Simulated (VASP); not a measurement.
# H6C2O in VASP: further runs, part 2 of 2

VASP 6.6.1. Earlier steps stand in the parts before.

**4. Single point, PBE**

INCAR reads:

```
SYSTEM = H6C2O
PREC = Accurate ; ENCUT = 520
EDIFF = 1E-6 ; ISMEAR = -1
SIGMA = 0.02 ; LREAL = Auto
LASPH = .TRUE. ; NELM = 120
ALGO = Normal ; ISIF = 2
LWAVE = .FALSE. ; LCHARG = .FALSE.
GGA = PE ; NBANDS = 64
GGA_COMPAT = .FALSE.
```

KPOINTS reads:

```
Automatic mesh
0
G
  1 1 1
  0 0 0
```

POSCAR reads:

```
H6C2O
1.0
    7.2936330000      0.0000000000      0.0000000000
    0.0000000000      7.2936330000      0.0000000000
    0.0000000000      0.0000000000      7.2936330000
C O H
8 4 24
Direct
    0.4294978922      0.1827758540      1.0002285555
    0.6394481324      0.1691612397      0.9783190352
    0.6792362599      0.6726003351      0.3943028118
    0.6066249837      0.8683326951      0.4740984363
    0.3127248108      0.3148362414      0.3993071765
    0.1061610860      0.3625765102      0.3563656137
    0.2865238764      0.6743827116      0.9645261833
    0.1317039122      0.6255318851      0.8381968218
    0.7259756558      0.0014807435      1.0119922404
    0.4517227560      0.8117079650      0.5972058095
    0.0961660670      0.5645746091      0.3144523449
   -0.0103103625      0.5288036840      0.9324022747
    0.8532236267      0.0350853957      1.0277868382
    0.6644973774      0.2260190498      0.8422825771
    0.7008441472      0.2719083891      1.0735527823
    0.3875709129      0.3272854557      0.9682006210
    0.3813600163      0.0920803117      0.8731176905
    0.3786453198      0.1569451054      1.1313703335
    0.3315220275      0.8047292755      0.5294069499
    0.7257699969      0.9026777190      0.5594742702
    0.5894319059      0.9474153690      0.3513612489
    0.8003144661      0.6819098246      0.3104077214
    0.7173105639      0.5981244189      0.5260752769
    0.5729517786      0.5919546541      0.3185381003
    0.0350853957      0.6067895108      0.4336933323
    0.0704998456      0.2652313326      0.2290902216
    0.0131484543      0.3203204768      0.4759082339
    0.3511830113      0.3848836376      0.5255816957
    0.3469327289      0.1715331715      0.4225192027
    0.4119894708      0.3555429784      0.2945034388
   -0.0613823043      0.6174426380      1.0193136946
    0.0624105984      0.7587165409      0.7686155857
    0.1839412540      0.5216878886      0.7458148772
    0.2331759769      0.7896476283      1.0549886456
    0.3042105354      0.5573217079      1.0461453161
    0.3889968141      0.7312679429      0.8838393706
```

Run with:

```console
$ cat potpaw_PBE.64/C/POTCAR potpaw_PBE.64/O/POTCAR potpaw_PBE.64/H/POTCAR > POTCAR
$ mpirun -np 1 vasp_gam > vasp.out
```

Run time: 78 s. Hardware: 1 thread of AMD EPYC 7R13, shared host; peak memory 0.32 GiB.

Results (log left out):

```yaml
Free_energy: -185.1179 eV
Pressure: -1.2 GPa
Largest_force: 4.590 eV/Å
Band_gap_on_the_k_mesh: 4.51 eV
```

Forces in eV/Å, atoms in the order of the input:
```
C    0.905 -0.712 -4.312
C   -0.710  2.845  0.983
C   -0.908  0.247  1.788
C    0.409 -4.571  0.090
C   -0.720  0.676  0.652
C    1.179 -1.556 -1.143
C   -3.002  2.397  0.778
C   -1.491  1.088 -0.316
O   -0.111 -1.164  0.003
O   -0.151  1.466 -1.369
O   -1.229 -1.435  2.503
O   -0.527  0.283  0.068
H    0.253 -0.240  0.029
H    0.413 -0.186 -0.560
H   -0.048 -0.006 -0.138
H    0.464 -0.799 -0.046
H   -0.171  0.963  2.206
H   -0.727 -1.156  1.252
H    1.518  0.122  0.287
H   -0.612  0.846  0.232
H   -0.854  1.126 -0.082
H    0.412  0.323 -0.459
H   -0.293  0.078 -1.059
H    0.391  0.589  0.423
H    0.826 -0.203 -1.743
H   -0.050  1.940  1.453
H    0.727  0.580 -1.040
H    0.184  0.230  0.216
H   -0.545 -0.576  0.108
H   -0.396  0.471 -0.111
H   -0.003 -0.429  0.094
H    1.243 -1.822  0.411
H   -0.011  0.061 -1.022
H    0.541 -0.840 -0.315
H    0.966 -1.003  0.913
H    2.128  0.364 -0.776
```

Stress tensor (GPa, compression positive):
```
-1.15  1.04 -0.28
 1.04 -1.87 -1.28
-0.28 -1.28 -0.52
```

Levels at points of the mesh, in eV from the valence-band top:
```tsv
k point	band 37	band 38	band 39	band 40	band 41	band 42	band 43	band 44
(0.00, 0.00, 0.00)	-0.58	-0.26	-0.11	0.00	4.51	5.52	6.10	6.35
```

Caveat: the k points lie up to 0.86 Å⁻¹ apart; the atoms stand as in a frame of molecular dynamics.

**5. Single point, PBE**

INCAR reads:

```
SYSTEM = H6C2O
PREC = Accurate ; ENCUT = 520
EDIFF = 1E-6 ; ISMEAR = -1
SIGMA = 0.02 ; LREAL = Auto
LASPH = .True. ; NELM = 120
ALGO = Normal ; ISIF = 2
LWAVE = .False. ; LCHARG = .True.
GGA = PE ; LELF = .True.
LVHAR = .True. ; NBANDS = 64
GGA_COMPAT = .False.
```

KPOINTS reads:

```
Automatic mesh
0
Gamma
  1 1 1
  0 0 0
```

POSCAR reads:

```
H6C2O
1.0
    7.2936330000      0.0000000000      0.0000000000
    0.0000000000      7.2936330000      0.0000000000
    0.0000000000      0.0000000000      7.2936330000
C O H
8 4 24
Direct
    0.4368878994      0.1468678229      0.9572732821
    0.6428072265      0.1209136791      0.9586032091
    0.6846108106      0.6935501142      0.3862958282
    0.6318524664      0.8863758294      0.4681206197
    0.3409000700      0.3639338585      0.3637967526
    0.1392036040      0.3807430399      0.3191002344
    0.2675210009      0.7278677170      0.9087103779
    0.0883098999      0.6716954363      0.8313826594
    0.6754521375     -0.0293543698      1.0759110035
    0.4708490268      0.8560754291      0.6090243367
    0.0811666833      0.5522213690      0.2894716529
   -0.0233217109      0.5697435009      0.9729033528
    0.7193260204     -0.1504325759      1.0427588007
    0.6898756765      0.0909423329      0.7958311036
    0.7059444861      0.2465712218      0.9900004566
    0.3738466139      0.2665475491      0.9095330132
    0.4008016307      0.0857460199      0.8325480594
    0.3873926752      0.0683472832      1.0757876082
    0.3825254163      0.8215658781      0.5221814698
    0.7418250959      0.9417391854      0.5290641852
    0.6026489131      0.9826652918      0.3457536183
    0.7553300255      0.7120868297      0.2465163794
    0.7470899619      0.5904464894      0.5124880838
    0.5582403173      0.6357736947      0.3541856301
   -0.0294503439      0.5775036940      0.3718174468
    0.1135648037      0.3155354814      0.1970759977
    0.0516752077      0.3030999777      0.4328021440
    0.3906832164      0.4286478357      0.4850943282
    0.3567220890      0.2252512568      0.3470835453
    0.4449908571      0.3931374118      0.2355616193
    0.0377041181      0.6072145390      1.0826429024
    0.0374436169      0.7971884519      0.7803792705
    0.1002929541      0.5609001714      0.7206833686
    0.2608850761      0.7997386213      1.0322427794
    0.3719819739      0.6098469720      0.9287141264
    0.3114771473      0.8301624170      0.8219771957
```

Potentials or basis: VASP PAW PBE potentials, release 64 (C, O, H).

Run with:

```console
$ cat potpaw_PBE.64/C/POTCAR potpaw_PBE.64/O/POTCAR potpaw_PBE.64/H/POTCAR > POTCAR
$ mpirun -np 1 vasp_gam > vasp.out
```

OUTCAR:

```text
SYSTEM = H6C2O
   PREC = Accurate
   ENCUT = 520
   EDIFF = 1E-6
   ISMEAR = -1
   LREAL = Auto
   LASPH = .True.
   NELM = 120
   ISIF = 2
   GGA = PE

 ion  position               nearest neighbor table
   1  0.437  0.147  0.957-  16 1.05  17 1.05  18 1.10   2 1.51
   2  0.643  0.121  0.959-  15 1.05  14 1.26   9 1.41   1 1.51
   3  0.685  0.694  0.386-  24 1.04  22 1.15  23 1.27   4 1.58
   4  0.632  0.886  0.468-  20 1.00  21 1.16   3 1.58  10 1.58
   5  0.341  0.364  0.364-  29 1.03  28 1.07  30 1.22   6 1.51
   6  0.139  0.381  0.319-  26 1.03  27 1.19  11 1.34   5 1.51
   7  0.268  0.728  0.909-  36 1.03  34 1.04  35 1.16   8 1.48
   8  0.088  0.672  0.831-  32 1.06  33 1.15   7 1.48  12 1.51
   9  0.675  0.971  0.076-  13 0.97   2 1.41
  10  0.471  0.856  0.609-  19 0.94   4 1.58
  11  0.081  0.552  0.289-  25 1.02   6 1.34
  12  0.977  0.570  0.973-  31 0.96   8 1.51
  13  0.719  0.850  0.043-   9 0.97
  14  0.690  0.091  0.796-   2 1.26
  15  0.706  0.247  0.990-   2 1.05
  16  0.374  0.267  0.910-   1 1.05
  17  0.401  0.086  0.833-   1 1.05
[... 17 lines left out ...]
  35  0.372  0.610  0.929-   7 1.16
  36  0.311  0.830  0.822-   7 1.03

  LATTYP: Found a simple cubic cell.
[... 234 lines left out ...]
  band No.  band energies     occupation
      1     -23.4925      2.00000
      2     -22.4014      2.00000
      3     -21.9866      2.00000
      4     -21.3352      2.00000
      5     -15.7153      2.00000
      6     -15.5665      2.00000
[... 44 lines left out ...]
     51       5.2063      0.00000
     52       5.3710      0.00000
 [bands above 52 left out]

------------------------ aborting loop because EDIFF is reached ----------------------------------------

  FORCE on cell =-STRESS in cart. coord.  units (eV):
  Direction    XX          YY          ZZ          XY          YZ          ZX
  --------------------------------------------------------------------------------------
  -------------------------------------------------------------------------------------
  Total        7.3452205     10.8063547      1.1697759      2.4270157      7.5146409     10.8517066
  in kB       30.3307883     44.6229299      4.8303826     10.0219320     31.0303799     44.8102024
  external PRESSURE =      26.5947002 kB  Pullay stress =       0.0000000 kB

 VOLUME and BASIS-vectors are now :
 -----------------------------------------------------------------------------
  energy-cutoff  :      520.00
  volume of cell :      388.00
      direct lattice vectors                 reciprocal lattice vectors
     7.293633000  0.000000000  0.000000000     0.137105884  0.000000000  0.000000000
     0.000000000  7.293633000  0.000000000     0.000000000  0.137105884  0.000000000
     0.000000000  0.000000000  7.293633000     0.000000000  0.000000000  0.137105884

 POSITION                                       TOTAL-FORCE (eV/Angst)
 -----------------------------------------------------------------------------------
      3.18650      1.07120      6.98200         0.678927     -1.460694     -0.056914
      4.68840      0.88190      6.99170        -0.241458     -1.506147     -4.227594
      4.99330      5.05850      2.81750         1.673801      0.736044      1.914110
      4.60850      6.46490      3.41430        -3.284537     -2.134572     -2.029692
      2.48640      2.65440      2.65340         0.945290      1.502990     -3.339939
      1.01530      2.77700      2.32740         0.664342     -2.390205      3.188516
[... 28 lines left out ...]
      2.71310      4.44800      6.77370        -0.973801      1.314757     -0.390881
      2.27180      6.05490      5.99520         1.511072      1.194294     -1.503282
 -----------------------------------------------------------------------------------
    total drift:                               -0.018451      0.009835     -0.010041

  FREE ENERGIE OF THE ION-ELECTRON SYSTEM (eV)
  ---------------------------------------------------
  free  energy   TOTEN  =      -182.7853295351 eV

  energy  without entropy=     -182.7853295351  energy(sigma->0) =     -182.78532954
```

stdout:

```text
POSCAR found type information on POSCAR C O H
 POSCAR found :  3 types and      36 ions
 scaLAPACK will be used
 LDA part: xc-table for (Slater+PW92), standard interpolation
 POSCAR, INCAR and KPOINTS ok, starting setup
 FFT: planning ... GRIDC
 FFT: planning ... GRID_SOFT
 FFT: planning ... GRID
 WAVECAR not read
 entering main loop
```

Wall time 83 s (1 thread of AMD EPYC 7R13, shared host); peak memory 0.32 GiB.

What came out:

```
Free energy            : -182.7853 eV
Pressure               : 2.7 GPa
Largest force          : 5.718 eV/Å
Band gap on the k mesh : 4.59 eV
```

Forces in eV/Å, atoms in the order of the input:
```
C    0.679 -1.461 -0.057
C   -0.241 -1.506 -4.228
C    1.674  0.736  1.914
C   -3.285 -2.135 -2.030
C    0.945  1.503 -3.340
C    0.664 -2.390  3.189
C    1.153 -3.339  0.170
C   -0.180 -3.743  0.837
O    0.490  0.449  1.340
O    3.906  1.415 -1.350
O   -2.650  4.388  2.532
O   -0.406  1.266 -3.095
H    0.165  0.485 -1.292
H   -0.520  0.354  2.849
H    1.560  1.021  1.142
H   -0.354  2.668  0.956
H   -0.843 -2.190 -1.142
H   -0.635  0.666 -0.221
H   -1.847 -0.656 -1.051
H    2.771  1.617  2.504
H   -0.427 -1.027  1.383
H    0.042 -0.592  1.798
H   -0.680  1.923 -2.637
H   -1.656 -1.209 -0.578
H    1.434  0.018 -1.249
H   -0.324 -2.107 -2.348
H    1.085  0.973 -1.228
H    0.227  0.083  0.888
H    0.746 -3.136  1.028
H   -1.908  0.523  1.853
H    0.234 -0.098  1.462
H   -1.782  1.037 -0.570
H    0.072  1.307  0.441
H   -0.648  0.650  2.023
H   -0.974  1.315 -0.391
H    1.511  1.194 -1.503
```

Stress tensor (GPa, compression positive):
```
3.03 1.00 4.48
1.00 4.46 3.10
4.48 3.10 0.48
```

Caveat: the k points lie up to 0.86 Å⁻¹ apart; the atoms stand as in a frame of molecular dynamics.

**6. The runs side by side**

| cell | gap on the mesh (eV) | pressure (GPa) | largest force (eV/Å) |
| --- | --- | --- | --- |
| as given, atomic positions A | 4.52 | -1.9 | 5.31 |
| as given, atomic positions B | 4.81 | 0.4 | 5.02 |
| as given, atomic positions C | 4.51 | -1.2 | 4.59 |
| as given, atomic positions D | 4.59 | 2.7 | 5.72 |

Alike in all rows: task single point; level PBE; potentials or basis VASP PAW PBE potentials, release 64 (C, O, H); no spin polarisation; k mesh 1 × 1 × 1; cutoff (eV) 520; smearing fermi-dirac 0.02 eV.

Caveats: all runs use coarse meshes; the atoms stand as in a frame of molecular dynamics (at least some runs).

Absolute energies hang on the potentials; compare differences alone.
